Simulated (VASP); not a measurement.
# Si33C32 (a cell with a defect) in VASP: notebook

The runs below take Si33C32 (a cell with a defect) through single point, with PBEsol.

All numbers are computed with VASP 6.6.1; they aren't measurements. Logs are shortened: lines on timing, memory, paths and dates and some standing lists are left out, and cuts for length are marked.

### Step 1. The cell of the first run

The cell holds a defect, 65 atoms: a = 8.714 Å, b = 8.714 Å, c = 8.714 Å, α = 90.00°, β = 90.00°, γ = 90.00°.

### Step 2. Single point, PBEsol

The input, INCAR:

```
SYSTEM = Si33C32
ALGO = Normal ; EDIFF = 1E-7
ENCUT = 520 ; GGA = PS
ISIF = 2 ; ISMEAR = -1
ISYM = 0 ; LASPH = .True.
LCHARG = .False. ; LREAL = Auto
LWAVE = .False. ; NBANDS = 168
NELM = 60 ; PREC = Accurate
SIGMA = 0.05
```

The input, KPOINTS:

```
Automatic mesh
0
Gamma
  1 1 1
  0.25 0.25 0.25
```

The input, POSCAR:

```
Si33C32
1.0
    8.7137060000      0.0000000000      0.0000000000
    0.0000000000      8.7137060000      0.0000000000
    0.0000000000      0.0000000000      8.7137060000
Si C
33 32
Direct
    0.9994300000      0.0008450000      0.9997340000
    0.9997360000      0.0003010000      0.4980050000
    0.9990690000      0.5008650000      0.0014340000
    0.9998260000      0.5005800000      0.4956870000
    0.4993000000      0.0010160000      0.0012050000
    0.5002280000      0.0011700000      0.4958060000
    0.4955430000      0.5034390000      0.0208360000
    0.5019680000      0.5024130000      0.4760250000
    0.2499360000      0.2486370000      0.9997010000
    0.2493820000      0.2478850000      0.4973130000
    0.2472490000      0.7513570000      0.0007790000
    0.2499400000      0.7502440000      0.4980940000
    0.7525060000      0.2460210000      0.9996940000
    0.7527560000      0.2477700000      0.4972250000
    0.7513080000      0.7499980000      0.9994550000
    0.7525140000      0.7502590000      0.4954350000
    0.2494090000      0.0004650000      0.2499180000
    0.2478210000      0.0009510000      0.7504530000
    0.2478230000      0.5010140000      0.2503960000
    0.2275560000      0.5044390000      0.7539130000
    0.7513620000      0.0004750000      0.2499060000
    0.7534870000      0.0005380000      0.7494400000
    0.7534790000      0.5000000000      0.2499860000
    0.7735600000      0.4997980000      0.7492380000
    0.9997290000      0.2485580000      0.2497400000
    0.9998270000      0.2462310000      0.7500130000
    0.9994390000      0.7502870000      0.2502750000
    0.9990640000      0.7519640000      0.7502920000
    0.5002260000      0.2463500000      0.2506040000
    0.5019420000      0.2265750000      0.7518520000
    0.4993010000      0.7517470000      0.2504620000
    0.4956010000      0.7713750000      0.7528410000
    0.4983450000      0.5022990000      0.7517170000
    0.1253320000      0.1254200000      0.1250520000
    0.1264060000      0.1260000000      0.6251120000
    0.1250470000      0.6252030000      0.1250410000
    0.1218790000      0.6280270000      0.6223780000
    0.6253640000      0.1255810000      0.1245560000
    0.6289460000      0.1221600000      0.6218700000
    0.6277930000      0.6271290000      0.1279190000
    0.6231670000      0.6212830000      0.6277150000
    0.3733440000      0.3723120000      0.1287700000
    0.3805920000      0.3791320000      0.6286100000
    0.3757710000      0.8747330000      0.1241890000
    0.3733460000      0.8793130000      0.6217710000
    0.8746850000      0.3751010000      0.1237940000
    0.8800430000      0.3721170000      0.6215650000
    0.8753180000      0.8753920000      0.1248410000
    0.8746840000      0.8743440000      0.6245450000
    0.3757980000      0.1262610000      0.3757100000
    0.3726730000      0.1224230000      0.8779420000
    0.3726780000      0.6284850000      0.3718820000
    0.3760660000      0.6247850000      0.8742520000
    0.8763740000      0.1248140000      0.3742670000
    0.8755040000      0.1251650000      0.8745070000
    0.8755180000      0.6250550000      0.3746050000
    0.8782940000      0.6280980000      0.8775480000
    0.1263950000      0.3756700000      0.3754410000
    0.1218600000      0.3729160000      0.8774930000
    0.1253370000      0.8755930000      0.3748830000
    0.1250300000      0.8755930000      0.8746400000
    0.6289480000      0.3724140000      0.3716050000
    0.6231400000      0.3782640000      0.8707070000
    0.6253560000      0.8751170000      0.3750210000
    0.6277890000      0.8784700000      0.8765840000
```

Potentials or basis: VASP PAW PBE potentials, release 64 (Si, C).

Started as:

```console
$ cat potpaw_PBE.64/Si/POTCAR potpaw_PBE.64/C/POTCAR > POTCAR
$ mpirun -np 1 vasp_std > vasp.out
```

OUTCAR:

```text
SYSTEM = Si33C32
   EDIFF = 1E-7
   ENCUT = 520
   GGA = PS
   ISIF = 2
   ISMEAR = -1
   ISYM = 0
   LASPH = .True.
   LREAL = Auto
   NELM = 60
   PREC = Accurate

 ion  position               nearest neighbor table
   1  0.999  0.001  1.000-  55 1.88  48 1.88  34 1.89  61 1.89  13 3.03  26 3.05  22 3.06  11 3.06
                            18 3.07  25 3.07  21 3.07   9 3.07  28 3.07  15 3.07  17 3.08  27 3.09
   2  1.000  0.000  0.498-  54 1.87  60 1.88  49 1.90  35 1.91  14 3.05  21 3.06  25 3.06  10 3.06
                            16 3.06  22 3.07  27 3.07  17 3.07  26 3.07  12 3.08  18 3.08  28 3.08
   3  0.999  0.501  0.001-  57 1.87  46 1.87  36 1.88  59 1.89  20 2.94  24 2.95  23 3.04  15 3.06
                            19 3.07  27 3.07  11 3.07  25 3.08  13 3.09  28 3.09   9 3.10  26 3.12
   4  1.000  0.501  0.496-  56 1.86  58 1.87  47 1.88  37 1.89  24 2.96  20 3.00  23 3.03  19 3.04
                            27 3.05  16 3.06  25 3.07  12 3.08  14 3.08  10 3.09  28 3.12  26 3.13
   5  0.499  0.001  0.001-  51 1.87  44 1.88  38 1.88  65 1.89  30 2.93  32 2.95  29 3.05   9 3.06
                            13 3.07  31 3.07  17 3.07  21 3.09  11 3.09  18 3.09  15 3.10  22 3.12
   6  0.500  0.001  0.496-  50 1.86  64 1.87  45 1.89  39 1.89  30 2.97  32 3.00  29 3.02  31 3.05
                            17 3.06  21 3.06  10 3.07  14 3.08  12 3.09  16 3.10  22 3.12  18 3.12
   7  0.496  0.503  0.021-  42 1.82  40 1.83  53 1.96  63 2.03  33 2.35  19 2.94  31 2.95  29 3.00
                            23 3.01  11 3.06   9 3.09  15 3.10
   8  0.502  0.502  0.476-  52 1.82  62 1.83  41 1.98  43 2.01  33 2.40  31 2.93  23 2.95  19 2.96
                            29 2.97  16 3.08  12 3.09  14 3.12  10 3.13
   9  0.250  0.249  1.000-  51 1.87  34 1.88  59 1.88  42 1.89  18 3.06   5 3.06   1 3.07  17 3.07
[... 67 lines left out ...]
  52  0.373  0.628  0.372-   8 1.82  12 1.87  31 1.87  19 1.88
  53  0.376  0.625  0.874-  33 1.85  11 1.92   7 1.96  32 1.96  20 1.97
  54  0.876  0.125  0.374-  14 1.86   2 1.87  25 1.87  21 1.88
  55  0.876  0.125  0.875-  13 1.86  26 1.86  22 1.87   1 1.88
  56  0.876  0.625  0.375-  16 1.86   4 1.86  23 1.87  27 1.88
  57  0.878  0.628  0.878-  24 1.83  15 1.87  28 1.87   3 1.87
  58  0.126  0.376  0.375-   4 1.87  19 1.87  10 1.88  25 1.91
  59  0.122  0.373  0.877-  20 1.82   9 1.88   3 1.89  26 1.89
  60  0.125  0.876  0.375-  12 1.88   2 1.88  17 1.88  27 1.89
  61  0.125  0.876  0.875-  18 1.87  11 1.87  28 1.88   1 1.89
  62  0.629  0.372  0.372-   8 1.83  23 1.88  14 1.88  29 1.89
  63  0.623  0.378  0.871-  33 1.85  13 1.97  30 1.98  24 1.99   7 2.03
  64  0.625  0.875  0.375-   6 1.87  16 1.87  31 1.88  21 1.89
  65  0.628  0.878  0.877-  32 1.83  15 1.89  22 1.89   5 1.89

IMPORTANT INFORMATION: All symmetrisations will be switched off!
NOSYMM: (Re-)initialisation of all symmetry stuff for point group C_1.

----------------------------------------------------------------------------------------

                                     Primitive cell

  volume of cell :     661.6201

  direct lattice vectors                    reciprocal lattice vectors
     8.713706000  0.000000000  0.000000000     0.114761733  0.000000000  0.000000000
[... 208 lines left out ...]
   IALGO  =     38    algorithm
   IMIX   =      4    mixing-type and parameters
     AMIX     =   0.40;   BMIX     =  1.00
     AMIX_MAG =   1.60;   BMIX_MAG =  1.00
  volume/ion in A,a.u.               =      10.18        68.69
  Fermi-wavevector in a.u.,A,eV,Ry     =   1.199121  2.266010 19.563700  1.437891
  Thomas-Fermi vector in A             =   2.334992
   LORBIT       =      0    0 simple, 1 ext, 2 COOP (PROOUT), +10 PAW based schemes
   GGA     = PS    functional components
   LHFCALC =     F    Hartree Fock is set to
   AEXX    =    0.0000 exact exchange contribution
   IVDW    =     0    specifies the selected vdW correction
   LEPSILON=     F    determine dielectric tensor
   LRPA    =     F    only Hartree local field effects (RPA)
 non-spin polarized calculation
  energy-cutoff  :      520.00
  volume of cell :      661.62
 maximum number of plane-waves:     17779
 NGX is ok and might be reduce to    70
   NGX = 33   NGY = 33   NGZ = 33

 number of electron     259.9999991 magnetization

 Free energy of the ion-electron system (eV)
  ---------------------------------------------------
  ext. energy  EPLUGINS =         0.00000000
  ---------------------------------------------------
  free energy    TOTEN  =      -506.65320177 eV

  energy without entropy =     -506.53546889  energy(sigma->0) =     -506.59433533

 E-fermi :  10.2143     XC(G=0): -11.6100

 val. band max:       10.1633541600   @ k =  -0.2500   0.2500   0.2500
 cond. band min:      10.2280164527   @ k =  -0.2500   0.2500   0.2500
 fundamental gap:      0.0646622927
 Fermi energy:        10.2142618354

 k-point     1 :       0.2500    0.2500    0.2500
  band No.  band energies     occupation
      1      -7.8966      2.00000
      2      -6.5837      2.00000
      3      -6.2261      2.00000
      4      -6.1678      2.00000
      5      -5.5935      2.00000
      6      -5.4029      2.00000
[... 569 lines left out ...]
    141      12.3473      0.00000
    142      12.4238      0.00000
 [bands above 142 left out]

------------------------ aborting loop because EDIFF is reached ----------------------------------------

  FORCE on cell =-STRESS in cart. coord.  units (eV):
  Direction    XX          YY          ZZ          XY          YZ          ZX
  --------------------------------------------------------------------------------------
  -------------------------------------------------------------------------------------
  Total       13.4486454     12.8742138     12.8850097     -2.6057878     -0.8110423     -2.5838278
  in kB       32.5671996     31.1761579     31.2023012     -6.3101681     -1.9640177     -6.2569896
  external PRESSURE =      31.6485529 kB  Pullay stress =       0.0000000 kB

 VOLUME and BASIS-vectors are now :
 -----------------------------------------------------------------------------
  energy-cutoff  :      520.00
  volume of cell :      661.62
      direct lattice vectors                 reciprocal lattice vectors
     8.713706000  0.000000000  0.000000000     0.114761733  0.000000000  0.000000000
     0.000000000  8.713706000  0.000000000     0.000000000  0.114761733  0.000000000
     0.000000000  0.000000000  8.713706000     0.000000000  0.000000000  0.114761733

 POSITION                                       TOTAL-FORCE (eV/Angst)
 -----------------------------------------------------------------------------------
      8.70874      0.00736      8.71139         0.129992     -0.045226      0.213105
      8.71141      0.00262      4.33947         0.141033      0.000051      0.180263
      8.70559      4.36439      0.01250         0.084555     -0.041558      0.172408
      8.71219      4.36191      4.31927         0.159207     -0.015460      0.167086
      4.35075      0.00885      0.01050         0.159680     -0.102885      0.190553
      4.35884      0.01020      4.32031         0.131156     -0.019763      0.179472
[... 57 lines left out ...]
      5.44917      7.62551      3.26782        -0.075182     -0.113675     -0.061953
      5.47037      7.65473      7.63830        -0.069179     -0.033286     -0.031712
 -----------------------------------------------------------------------------------
    total drift:                                0.020039      0.005763     -0.005118

  FREE ENERGIE OF THE ION-ELECTRON SYSTEM (eV)
  ---------------------------------------------------
  free  energy   TOTEN  =      -506.6532017701 eV

  energy  without entropy=     -506.5354688900  energy(sigma->0) =     -506.59433533
```

Run time: 15 min. Hardware: 1 thread of Intel Xeon Platinum 8488C (Sapphire Rapids), shared host; peak memory 0.81 GiB.

Results:

| Item | Value |
| --- | --- |
| Free energy | -506.6532 eV |
| Pressure | 3.2 GPa |
| Largest force | 0.462 eV/Å |
| Band gap on the k mesh | 0.06 eV |

Forces in eV/Å, atoms in the order of the input:
```
Si   0.130 -0.045  0.213
Si   0.141  0.000  0.180
Si   0.085 -0.042  0.172
Si   0.159 -0.015  0.167
Si   0.160 -0.103  0.191
Si   0.131 -0.020  0.179
Si   0.368 -0.044  0.276
Si  -0.026 -0.187  0.242
Si  -0.055  0.131  0.171
Si   0.015  0.152  0.156
Si   0.021  0.257  0.259
Si  -0.054  0.172  0.134
Si  -0.012  0.317  0.239
Si  -0.044  0.151  0.152
Si  -0.088  0.132  0.131
Si  -0.012  0.238  0.321
Si   0.093  0.035  0.037
Si   0.043  0.021 -0.022
Si   0.043 -0.023  0.022
Si   0.043 -0.157 -0.156
Si   0.047 -0.011 -0.009
Si  -0.004 -0.081  0.005
Si  -0.003  0.003 -0.081
Si  -0.062  0.084  0.084
Si   0.141  0.173  0.002
Si   0.158  0.164 -0.013
Si   0.130  0.213 -0.040
Si   0.083  0.178 -0.037
Si   0.131  0.177 -0.018
Si  -0.025  0.244 -0.185
Si   0.157  0.195 -0.100
Si   0.364  0.276 -0.039
Si   0.241 -0.201 -0.197
C   -0.047 -0.066 -0.098
C   -0.085 -0.065 -0.088
C   -0.004 -0.102 -0.117
C   -0.041 -0.041 -0.109
C   -0.076 -0.055 -0.107
C   -0.066 -0.072 -0.088
C   -0.068 -0.021 -0.028
C   -0.087  0.024 -0.008
C   -0.136 -0.017 -0.081
C   -0.181 -0.115 -0.121
C   -0.135 -0.030 -0.019
C   -0.140 -0.079 -0.013
C   -0.049 -0.105 -0.045
C   -0.138 -0.061 -0.058
C   -0.051 -0.061 -0.059
C   -0.047 -0.053 -0.096
C   -0.099 -0.126 -0.132
C   -0.088 -0.080 -0.104
C   -0.088 -0.100 -0.089
C   -0.030 -0.132 -0.144
C   -0.095 -0.077 -0.088
C   -0.116 -0.038 -0.142
C   -0.117 -0.131 -0.046
C   -0.038 -0.108 -0.112
C   -0.082 -0.089 -0.071
C   -0.040 -0.118 -0.044
C   -0.048 -0.099 -0.077
C   -0.003 -0.118 -0.114
C   -0.068 -0.093 -0.075
C   -0.088 -0.011  0.030
C   -0.075 -0.114 -0.062
C   -0.069 -0.033 -0.032
```

Caveat: the PAW data sets were made with another functional, which shifts forces and pressure a little.

(Part 1 of 2 ends here.)
